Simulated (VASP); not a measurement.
# Ge (Fd-3m) in VASP: relaxation of cell and atoms with PBE

Aim: the relaxation of cell and atoms of Ge with PBE.

Program: VASP 6.6.1. These are calculated values, not measurements. Logs are shortened: lines on timing, memory, paths and dates and some standing lists are left out, and cuts for length are marked.

### 1 The cell of the first run

Symmetry: Fd-3m, No. 227, cubic system. Conventional cell: a = 5.658 Å, b = 5.658 Å, c = 5.658 Å, α = 90.00°, β = 90.00°, γ = 90.00°. Ge (site symmetry -43m) has 4 Ge at 2.45 Å within 3.2 Å.

### 2 Relaxation of cell and atoms, PBE

File INCAR:

```
ALGO     = Normal         # electronic algorithm
EDIFF    = 1E-6           # SCF threshold, eV
EDIFFG   = -0.005         # ionic threshold
ENCUT    = 600            # plane-wave cutoff, eV
GGA      = PE             # functional
IBRION   = 2              # ionic algorithm
ISIF     = 3              # what is computed and relaxed
ISMEAR   = 0              # smearing method
LASPH    = True           # aspherical terms in the spheres
LCHARG   = False          # write CHGCAR
LREAL    = False          # projectors in reciprocal space
LWAVE    = False          # write WAVECAR
NELM     = 80             # most SCF steps
NSW      = 100            # ionic steps
PREC     = Accurate       # precision mode
SIGMA    = 0.1            # smearing width, eV
```

File KPOINTS:

```
k-points
0
Gamma
  14 14 14
```

File POSCAR:

```
Ge
1.0
    0.0000000000      2.8289100000      2.8289100000
    2.8289100000      0.0000000000      2.8289100000
    2.8289100000      2.8289100000      0.0000000000
Ge
2
Direct
    0.0000000000      0.0000000000      0.0000000000
    0.2500000000      0.2500000000      0.2500000000
```

Potentials or basis: VASP PAW PBE potentials, release 64 (Ge_d).

Run with:

```sh
$ cat potpaw_PBE.64/Ge_d/POTCAR > POTCAR
$ mpirun -np 1 vasp_std > vasp.out
```

OUTCAR:

```text
EDIFF = 1E-6
   EDIFFG = -0.005
   ENCUT = 600
   GGA = PE
   IBRION = 2
   ISIF = 3
   ISMEAR = 0
   LASPH = True
   LREAL = False
   NELM = 80
   NSW = 100
   PREC = Accurate

 ion  position               nearest neighbor table
   1  0.000  0.000  0.000-   2 2.45   2 2.45   2 2.45   2 2.45
   2  0.250  0.250  0.250-   1 2.45   1 2.45   1 2.45   1 2.45

  LATTYP: Found a face centered cubic cell.
 ALAT       =     5.6578200000

  Lattice vectors:

 A1 = (   0.0000000000,   2.8289100000,   2.8289100000)
 A2 = (   2.8289100000,   0.0000000000,   2.8289100000)
 A3 = (   2.8289100000,   2.8289100000,   0.0000000000)

Analysis of symmetry for initial positions (statically):
=====================================================================
 Subroutine PRICEL returns:
 Original cell was already a primitive cell.

 Routine SETGRP: Setting up the symmetry group for a
 face centered cubic supercell.

 Subroutine GETGRP returns: Found 48 space group operations
 (whereof 24 operations were pure point group operations)
 out of a pool of 48 trial point group operations.

The static configuration has the point symmetry T_d .
 The point group associated with its full space group is O_h .

Analysis of symmetry for dynamics (positions and initial velocities):
=====================================================================
 Subroutine PRICEL returns:
 Original cell was already a primitive cell.

 Routine SETGRP: Setting up the symmetry group for a
 face centered cubic supercell.

 Subroutine GETGRP returns: Found 48 space group operations
 (whereof 24 operations were pure point group operations)
 out of a pool of 48 trial point group operations.

The dynamic configuration has the point symmetry T_d .
 The point group associated with its full space group is O_h .

 Subroutine INISYM returns: Found 48 space group operations
 (whereof 24 operations are pure point group operations),
 and found     1 'primitive' translations

----------------------------------------------------------------------------------------

                                     Primitive cell

  volume of cell :      45.2780

  direct lattice vectors                    reciprocal lattice vectors
     0.000000000  2.828910000  2.828910000    -0.176746521  0.176746521  0.176746521
     2.828910000  0.000000000  2.828910000     0.176746521 -0.176746521  0.176746521
     2.828910000  2.828910000  0.000000000     0.176746521  0.176746521 -0.176746521

  length of vectors
     4.000682889  4.000682889  4.000682889     0.306133954  0.306133954  0.306133954

  position of ions in fractional coordinates (direct lattice)
     0.000000000  0.000000000  0.000000000
     0.250000000  0.250000000  0.250000000

  ion indices of the primitive-cell ions
   primitive index   ion index
                 1           1
                 2           2

----------------------------------------------------------------------------------------

 KPOINTS: k-points

Automatic generation of k-mesh.
 Grid dimensions read from file:
 generate k-points for:   14   14   14

 Generating k-lattice:

  Cartesian coordinates                     Fractional coordinates (reciprocal lattice)
    -0.012624751  0.012624751  0.012624751     0.071428571  0.000000000  0.000000000
     0.012624751 -0.012624751  0.012624751     0.000000000  0.071428571  0.000000000
     0.012624751  0.012624751 -0.012624751     0.000000000  0.000000000  0.071428571

  Length of vectors
     0.021866711  0.021866711  0.021866711

  Shift w.r.t. Gamma in fractional coordinates (k-lattice)
     0.000000000  0.000000000  0.000000000

 Subroutine IBZKPT returns following result:
 ===========================================

 Found    104 irreducible k-points:

 Following reciprocal coordinates:
            Coordinates               Weight
  0.000000  0.000000  0.000000      1.000000
  0.071429  0.000000  0.000000      8.000000
  0.142857  0.000000  0.000000      8.000000
  0.214286  0.000000  0.000000      8.000000
  0.285714  0.000000  0.000000      8.000000
  0.357143  0.000000  0.000000      8.000000
[... 16 lines left out ...]
  0.214286  0.142857  0.000000     24.000000
  0.285714  0.142857  0.000000     24.000000
 [... further k-points ...]
   k-points           NKPTS =    104   k-points in BZ     NKDIM =    104   number of bands    NBANDS=     18
   number of dos      NEDOS =    301   number of ions     NIONS =      2
   total plane-waves  NPLWV =  32768
   dimension x,y,z NGX =    32 NGY =   32 NGZ =   32
   dimension x,y,z NGXF=    64 NGYF=   64 NGZF=   64
   ions per type =               2
   NGX,Y,Z   is equivalent  to a cutoff of  13.30, 13.30, 13.30 a.u.
   NGXF,Y,Z  is equivalent  to a cutoff of  26.59, 26.59, 26.59 a.u.
 SYSTEM =  unknown system
   PREC   = accura    normal or accurate (medium, high low for compatibility)
   ISTART =      0    job   : 0-new  1-cont  2-samecut
   ICHARG =      2    charge: 1-file 2-atom 10-const
   ISPIN  =      1    spin polarized calculation?
   LNONCOLLINEAR =      F non collinear calculations
   LSORBIT =      F    spin-orbit coupling
   LASPH  =      T    aspherical Exc in radial PAW
   ENCUT  =  600.0 eV  44.10 Ry    6.64 a.u.   7.99  7.99  7.99*2*pi/ulx,y,z
   NELM   =     80;   NELMIN=  2; NELMDL= -5     # of ELM steps
   EDIFF  = 0.1E-05   stopping-criterion for ELM
   LREAL  =      F    real-space projection
   EDIFFG = -.5E-02   stopping-criterion for IOM
   NSW    =    100    number of steps for IOM
   IBRION =      2    ionic relax: 0-MD 1-quasi-New 2-CG
   NFREE  =      1    steps in history (QN), initial steepest desc. (CG)
   ISIF   =      3    stress and relaxation
   ISYM   =      2    0-nonsym 1-usesym 2-fastsym
   POTIM  = 0.5000    time-step for ionic-motion
   TEBEG  =    0.0;   TEEND  =   0.0 temperature during run
   PSTRESS=    0.0 pullay stress
   NELECT =      28.0000    total number of electrons
   NUPDOWN=      -1.0000    fix difference up-down
   EMIN   =  10.00;   EMAX   =-10.00  energy-range for DOS
   EFERMI =   0.00;   METHOD = LEGACY
   ISMEAR =     0;   SIGMA  =   0.10  broadening in eV -4-tet -1-fermi 0-gaus
   EFERMI_NEDOS =   21; number of points for ismear=-14 and -15
   IALGO  =     38    algorithm
   IMIX   =      4    mixing-type and parameters
     AMIX     =   0.40;   BMIX     =  1.00
     AMIX_MAG =   1.60;   BMIX_MAG =  1.00
  volume/ion in A,a.u.               =      22.64       152.78
  Fermi-wavevector in a.u.,A,eV,Ry     =   1.394756  2.635708 26.468033  1.945346
  Thomas-Fermi vector in A             =   2.518275
   LORBIT       =      0    0 simple, 1 ext, 2 COOP (PROOUT), +10 PAW based schemes
   GGA     = PE    functional components
   LHFCALC =     F    Hartree Fock is set to
   AEXX    =    0.0000 exact exchange contribution
   IVDW    =     0    specifies the selected vdW correction
   LEPSILON=     F    determine dielectric tensor
   LRPA    =     F    only Hartree local field effects (RPA)
 conjugate gradient relaxation of ions
 non-spin polarized calculation
 Gauss-broadening in eV      SIGMA  =   0.10
  energy-cutoff  :      600.00
  volume of cell :       45.28
 maximum number of plane-waves:      1526
   NGX = 15   NGY = 15   NGZ = 15

--------------------------------------- Ionic step        1  -------------------------------------------

 number of electron      28.0000013 magnetization

 Free energy of the ion-electron system (eV)
  ---------------------------------------------------
  ext. energy  EPLUGINS =         0.00000000
  ---------------------------------------------------
  free energy    TOTEN  =        -9.00985245 eV

  energy without entropy =       -9.00973944  energy(sigma->0) =       -9.00979594

 E-fermi :   5.0473     XC(G=0):  -9.9250

 val. band max:        5.0262960689   @ k =   0.0000   0.0000   0.0000
 cond. band min:       5.1765480568   @ k =   0.5000   0.0000   0.0000
 fundamental gap:      0.1502519879
 Fermi energy:         5.0472672778

 k-point     1 :       0.0000    0.0000    0.0000
  band No.  band energies     occupation
      1     -19.8230      2.00000
      2     -19.8230      2.00000
      3     -19.8230      2.00000
      4     -19.7868      2.00000
      5     -19.7868      2.00000
      6     -19.5763      2.00000
[... 10 lines left out ...]
     17       7.5466      0.00000
     18       7.5466      0.00000

 k-point     2 :       0.0714    0.0000    0.0000
  band No.  band energies     occupation
      1     -19.8263      2.00000
      2     -19.8263      2.00000
      3     -19.8221      2.00000
      4     -19.7824      2.00000
      5     -19.7824      2.00000
      6     -19.5816      2.00000
[... 10 lines left out ...]
     17       7.7147      0.00000
     18       7.8258      0.00000
[... 583 lines left out ...]
 VOLUME and BASIS-vectors are now :
 -----------------------------------------------------------------------------
  energy-cutoff  :      600.00
  volume of cell :       47.60
      direct lattice vectors                 reciprocal lattice vectors
     0.000000000  2.876516647  2.876516647    -0.173821348  0.173821348  0.173821348
     2.876516647  0.000000000  2.876516647     0.173821348 -0.173821348  0.173821348
     2.876516647  2.876516647 -0.000000000     0.173821348  0.173821348 -0.173821348

 POSITION                                       TOTAL-FORCE (eV/Angst)
 -----------------------------------------------------------------------------------
      0.00000      0.00000      0.00000        -0.000000     -0.000000      0.000000
      1.43826      1.43826      1.43826         0.000000      0.000000     -0.000000
 -----------------------------------------------------------------------------------
    total drift:                               -0.000000      0.000000      0.000000

  FREE ENERGIE OF THE ION-ELECTRON SYSTEM (eV)
  ---------------------------------------------------
  free  energy   TOTEN  =        -9.0367635486 eV

  energy  without entropy=       -9.0363819650  energy(sigma->0) =       -9.03657276

--------------------------------------- Ionic step        5  -------------------------------------------

 number of electron      28.0000018 magnetization

 Free energy of the ion-electron system (eV)
  ---------------------------------------------------
  ext. energy  EPLUGINS =         0.00000000
  ---------------------------------------------------
  free energy    TOTEN  =        -9.03686522 eV

  energy without entropy =       -9.03646843  energy(sigma->0) =       -9.03666683

 E-fermi :   4.4936     XC(G=0):  -9.6813

 val. band max:        4.3853974509   @ k =  -0.0714   0.0714   0.0000
 cond. band min:       4.4991888461   @ k =   0.0000   0.0000   0.0000
 fundamental gap:      0.1137913953
 Fermi energy:         4.4935522517

 k-point     1 :       0.0000    0.0000    0.0000
  band No.  band energies     occupation
      1     -20.2487      2.00000
      2     -20.2487      2.00000
      3     -20.2487      2.00000
      4     -20.2164      2.00000
      5     -20.2164      2.00000
      6     -20.0322      2.00000
[... 10 lines left out ...]
     17       7.0299      0.00000
     18       7.0299      0.00000

 k-point     2 :       0.0714    0.0000    0.0000
  band No.  band energies     occupation
      1     -20.2515      2.00000
      2     -20.2515      2.00000
      3     -20.2479      2.00000
      4     -20.2126      2.00000
      5     -20.2126      2.00000
      6     -20.0375      2.00000
[... 10 lines left out ...]
     17       7.1871      0.00000
     18       7.2682      0.00000
[... 475 lines left out ...]
 VOLUME and BASIS-vectors are now :
 -----------------------------------------------------------------------------
  energy-cutoff  :      600.00
  volume of cell :       47.69
      direct lattice vectors                 reciprocal lattice vectors
     0.000000000  2.878281214  2.878281214    -0.173714784  0.173714784  0.173714784
     2.878281214  0.000000000  2.878281214     0.173714784 -0.173714784  0.173714784
     2.878281214  2.878281214 -0.000000000     0.173714784  0.173714784 -0.173714784

 POSITION                                       TOTAL-FORCE (eV/Angst)
 -----------------------------------------------------------------------------------
      0.00000      0.00000      0.00000        -0.000000     -0.000000     -0.000000
      1.43914      1.43914      1.43914         0.000000      0.000000      0.000000
 -----------------------------------------------------------------------------------
    total drift:                               -0.000000      0.000000      0.000000

  FREE ENERGIE OF THE ION-ELECTRON SYSTEM (eV)
  ---------------------------------------------------
  free  energy   TOTEN  =        -9.0368652202 eV

  energy  without entropy=       -9.0364684311  energy(sigma->0) =       -9.03666683

 reached required accuracy - stopping structural energy minimisation
```

Run time: 7.1 min. Hardware: 1 thread of AMD EPYC 7R13, shared host; peak memory 0.21 GiB.

What came out:

- Free energy: -9.0369 eV
- Relaxed volume: 23.85 Å³/atom
- Relaxed cell: a = 4.071 Å, b = 4.071 Å, c = 4.071 Å, α = 60.00°, β = 60.00°, γ = 60.00°
- Space group after relaxing (to 0.1 Å): Fd-3m (No. 227)
- Energy gained by relaxing: 13.5 meV/atom
- Ionic steps: 5
- Pressure after relaxing: 0.0 GPa
- Band gap on the k mesh: zero (filled and empty bands touch)

Step by step:
| step | energy change (eV) | largest force (eV/Å) | pressure (GPa) | volume (Å³) |
| --- | --- | --- | --- | --- |
| 1 | 0.0000 | 0.0000 | 3.58 | 45.28 |
| 2 | -0.0242 | 0.0000 | -1.14 | 48.67 |
| 3 | -0.0271 | 0.0000 | -0.27 | 47.79 |
| 4 | -0.0269 | 0.0000 | 0.24 | 47.60 |
| 5 | -0.0270 | 0.0000 | 0.02 | 47.69 |

Final structure:
```xyz
2
Lattice="0.0000 2.8783 2.8783 2.8783 0.0000 2.8783 2.8783 2.8783 0.0000" Properties=species:S:1:pos:R:3 pbc="T T T"
Ge    0.0000    0.0000    0.0000
Ge    1.4391    1.4391    1.4391
```

Caveat: semilocal functionals underestimate gaps, so a narrow gap can read as zero.
